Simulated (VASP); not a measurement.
# Os (Fm-3m) in VASP: notebook, part 2 of 2

VASP 6.6.1. The steps go on from the part before.

## (3) Relaxation of cell and atoms, PBE, target pressure 5 GPa, at which the enthalpy is minimised

This run uses another cell than the first one, of 14.79 Å³/atom, 1.045 times its volume.

INCAR reads:

```
ALGO = Normal ; EDIFF = 1E-6
EDIFFG = -0.01 ; ENCUT = 600
GGA = PE ; IBRION = 2
ISIF = 3 ; ISMEAR = -1
LASPH = True ; LCHARG = False
LREAL = False ; LWAVE = False
NELM = 60 ; NSW = 80
PREC = Accurate ; PSTRESS = 50.0
SIGMA = 0.1
```

KPOINTS reads:

```
k-points
0
Gamma
  15 15 15
```

POSCAR reads:

```
Os
1.0
    0.0000000000      1.9483492200      1.9483492200
    1.9483492200      0.0000000000      1.9483492200
    1.9483492200      1.9483492200      0.0000000000
Os
1
Direct
    0.0000000000      0.0000000000      0.0000000000
```

Potentials or basis: VASP PAW PBE potentials, release 64 (Os).

Run with:

```
cat potpaw_PBE.64/Os/POTCAR > POTCAR
mpirun -np 1 vasp_std > vasp.out
```

OUTCAR:

```text
EDIFF = 1E-6
   EDIFFG = -0.01
   ENCUT = 600
   GGA = PE
   IBRION = 2
   ISIF = 3
   ISMEAR = -1
   LASPH = True
   LREAL = False
   NELM = 60
   NSW = 80
   PREC = Accurate
   PSTRESS = 50.0

 ion  position               nearest neighbor table
   1  0.000  0.000  0.000-

  LATTYP: Found a face centered cubic cell.
 ALAT       =     3.8966984400

  Lattice vectors:

 A1 = (   0.0000000000,   1.9483492200,   1.9483492200)
 A2 = (   1.9483492200,   0.0000000000,   1.9483492200)
 A3 = (   1.9483492200,   1.9483492200,   0.0000000000)

Analysis of symmetry for initial positions (statically):
=====================================================================
 Subroutine PRICEL returns:
 Original cell was already a primitive cell.

 Routine SETGRP: Setting up the symmetry group for a
 face centered cubic supercell.

 Subroutine GETGRP returns: Found 48 space group operations
 (whereof 48 operations were pure point group operations)
 out of a pool of 48 trial point group operations.

The static configuration has the point symmetry O_h .

Analysis of symmetry for dynamics (positions and initial velocities):
=====================================================================
 Subroutine PRICEL returns:
 Original cell was already a primitive cell.

 Routine SETGRP: Setting up the symmetry group for a
 face centered cubic supercell.

 Subroutine GETGRP returns: Found 48 space group operations
 (whereof 48 operations were pure point group operations)
 out of a pool of 48 trial point group operations.

The dynamic configuration has the point symmetry O_h .

 Subroutine INISYM returns: Found 48 space group operations
 (whereof 48 operations are pure point group operations),
 and found     1 'primitive' translations

----------------------------------------------------------------------------------------

                                     Primitive cell

  volume of cell :      14.7921

  direct lattice vectors                    reciprocal lattice vectors
     0.000000000  1.948349220  1.948349220    -0.256627505  0.256627505  0.256627505
     1.948349220  0.000000000  1.948349220     0.256627505 -0.256627505  0.256627505
[... 112 lines left out ...]
   LEPSILON=     F    determine dielectric tensor
   LRPA    =     F    only Hartree local field effects (RPA)
 conjugate gradient relaxation of ions
 non-spin polarized calculation
  energy-cutoff  :      600.00
  volume of cell :       14.79
 maximum number of plane-waves:       531
 NGX is ok and might be reduce to    24
   NGX = 11   NGY = 11   NGZ = 11

--------------------------------------- Ionic step        1  -------------------------------------------

 number of electron       8.0000000 magnetization

 Free energy of the ion-electron system (eV)
  ---------------------------------------------------
  ext. energy  EPLUGINS =         0.00000000
  ---------------------------------------------------
  free energy    TOTEN  =       -11.11572891 eV

  energy without entropy =      -11.09209923  energy(sigma->0) =      -11.10391407

------------------------ aborting loop because EDIFF is reached ----------------------------------------

  FORCE on cell =-STRESS in cart. coord.  units (eV):
  Direction    XX          YY          ZZ          XY          YZ          ZX
  --------------------------------------------------------------------------------------
  -------------------------------------------------------------------------------------
  Total       -1.0676941     -1.0676941     -1.0676941      0.0000000      0.0000000      0.0000000
  in kB     -115.6450385   -115.6450385   -115.6450385      0.0000000      0.0000000      0.0000000
  external PRESSURE =    -165.6450385 kB  Pullay stress =      50.0000000 kB
[... 24 lines left out ...]
--------------------------------------- Ionic step        2  -------------------------------------------

 number of electron       8.0000000 magnetization

 E-fermi :  12.1783     XC(G=0): -15.0793

 val. band max:       12.1523485696   @ k =  -0.4000   0.3333   0.0000
 cond. band min:      12.2123182866   @ k =   0.0667   0.0000   0.0000
 fundamental gap:      0.0599697170
 Fermi energy:        12.1783270019

 k-point     1 :       0.0000    0.0000    0.0000
  band No.  band energies     occupation
      1      -0.2328      2.00000
      2       8.3175      2.00000
      3       8.3175      2.00000
      4       8.3175      2.00000
      5      12.3138      0.41004
      6      12.3138      0.41004
      7      26.2073      0.00000
      8      33.1370      0.00000
[... 363 lines left out ...]
--------------------------------------- Ionic step        5  -------------------------------------------

 number of electron       8.0000000 magnetization

 Free energy of the ion-electron system (eV)
  ---------------------------------------------------
  ext. energy  EPLUGINS =         0.00000000
  ---------------------------------------------------
  free energy    TOTEN  =       -11.13020017 eV

  energy without entropy =      -11.10858685  energy(sigma->0) =      -11.11939351

 E-fermi :   9.1654     XC(G=0): -13.9850

 val. band max:        9.1497673051   @ k =   0.0667   0.0000   0.0000
 cond. band min:       9.1676407527   @ k =  -0.4000   0.3333   0.0000
 fundamental gap:      0.0178734476
 Fermi energy:         9.1653827736

 k-point     1 :       0.0000    0.0000    0.0000
  band No.  band energies     occupation
      1      -1.5513      2.00000
      2       6.2196      2.00000
      3       6.2196      2.00000
      4       6.2196      2.00000
      5       9.2168      0.74846
      6       9.2168      0.74846
      7      23.4241      0.00000
      8      29.1734      0.00000
[... 285 lines left out ...]
  energy  without entropy=      -11.1085868492  energy(sigma->0) =      -11.11939351

  enthalpy is  TOTEN    =       -10.6882934386 eV   P V=        0.4419067270

 reached required accuracy - stopping structural energy minimisation
```

CONTCAR:

```text
Os
   1.00000000000000
     0.0000000000000000    1.9202026515004256    1.9202026515004256
     1.9202026515004256    0.0000000000000000    1.9202026515004256
     1.9202026515004256    1.9202026515004256   -0.0000000000000000
  Os
     1
Direct
     0.0000000000000000    0.0000000000000000    0.0000000000000000

  0.00000000E+00  0.00000000E+00  0.00000000E+00
```

Wall time 25 s (1 thread of Intel Xeon Platinum 8488C (Sapphire Rapids), shared host); peak memory 0.16 GiB.

What came out:

```yaml
Free_energy: -11.1302 eV
Relaxed_volume: 14.16 Å³/atom
Relaxed_cell: a = 2.716 Å, b = 2.716 Å, c = 2.716 Å, α = 60.00°, β = 60.00°, γ = 60.00°
Space_group_after_relaxing_to_0.05_Å: Fm-3m (No. 225)
Energy_change_on_relaxing_the_enthalpy_is_what_falls: -14.5 meV/atom
Ionic_steps: 5
Pressure_after_relaxing: 5.0 GPa
Band_gap_on_the_k_mesh: zero (band 4 reaches 11.52 eV, above the bottom of band 5 at 7.65 eV)
```

Step by step:
```
step  energy change (eV)  largest force (eV/Å)  pressure (GPa)  volume (Å³)
   1              0.0000                0.0000          -11.56        14.79
   2              0.8307                0.0000          127.58        11.75
   3             -0.0158                0.0000            3.44        14.21
   4             -0.0148                0.0000            4.63        14.17
   5             -0.0145                0.0000            4.99        14.16
```

Final structure:
```
Os
1.0
     0.00000    1.92020    1.92020
     1.92020    0.00000    1.92020
     1.92020    1.92020    0.00000
Os
1
Cartesian
  0.0000 0.0000 0.0000
```

Levels at points of the mesh, in eV from the Fermi level:
```tsv
k point	band 1	band 2	band 3	band 4	band 5	band 6	band 7	band 8
(0.00, 0.00, 0.00)	-10.72	-2.95	-2.95	-2.95	0.05	0.05	14.26	20.01
```

Caveat: the cell is relaxed towards a set pressure, so the enthalpy falls and the energy may rise; spin-orbit coupling is left out, which moves the levels of the heavy elements.

## (4) Single point, PBE

This run uses another cell than the first one, of 14.79 Å³/atom, 1.045 times its volume.

INCAR reads:

```
SYSTEM = Os
PREC = Accurate ; ENCUT = 600
EDIFF = 1E-6 ; ISMEAR = -1
SIGMA = 0.1 ; LREAL = .FALSE.
LASPH = .TRUE. ; NELM = 120
ALGO = Normal ; ISIF = 2
LWAVE = .FALSE. ; LCHARG = .FALSE.
GGA = PE ; NBANDS = 10
GGA_COMPAT = .FALSE.
```

KPOINTS reads:

```
regular mesh
0
G
  15 15 15
  0 0 0
```

POSCAR is that of step 3.

Run with:

```
cat potpaw_PBE.64/Os/POTCAR > POTCAR
mpirun -np 1 vasp_std > vasp.out
```

Run time: 7.2 s. Hardware: 1 thread of Intel Xeon 6975P-C (Granite Rapids), shared host; peak memory 0.15 GiB.

The run converged. Its results:

```
Free energy            : -11.1157 eV
Pressure               : -11.6 GPa
Band gap on the k mesh : zero (band 4 reaches 10.71 eV, above the bottom of band 5 at 7.11 eV)
```

Levels at points of the mesh, in eV from the Fermi level:
```tsv
k point	band 1	band 2	band 3	band 4	band 5	band 6	band 7	band 8
(0.00, 0.00, 0.00)	-10.33	-2.76	-2.76	-2.76	0.03	0.03	14.28	19.77
```

Caveat: spin-orbit coupling is left out, which moves the levels of the heavy elements.

## (5) The runs side by side

| task | cell | cutoff (eV) | gap on the mesh (eV) | pressure (GPa) |
| --- | --- | --- | --- | --- |
| single point | a = 2.715 Å, angles 60.0°, 1 atom | 520 | none | 5.0 |
| relaxation of cell and atoms | relaxed to 5 GPa from a = 2.755 Å, angles 60.0°, 1 atom | 600 | none | 5.0 |
| single point | a = 2.755 Å, angles 60.0°, 1 atom | 600 | none | -11.6 |

Alike in all rows: level PBE; potentials or basis VASP PAW PBE potentials, release 64 (Os); no spin polarisation; k mesh 15 × 15 × 15; smearing fermi-dirac 0.1 eV.

Caveats: spin-orbit coupling is left out, which moves the levels of the heavy elements; the cell is relaxed towards a set pressure, so the enthalpy falls and the energy may rise (some runs).

Total energies depend on the potentials used, so only differences within one code and one set of settings carry meaning.
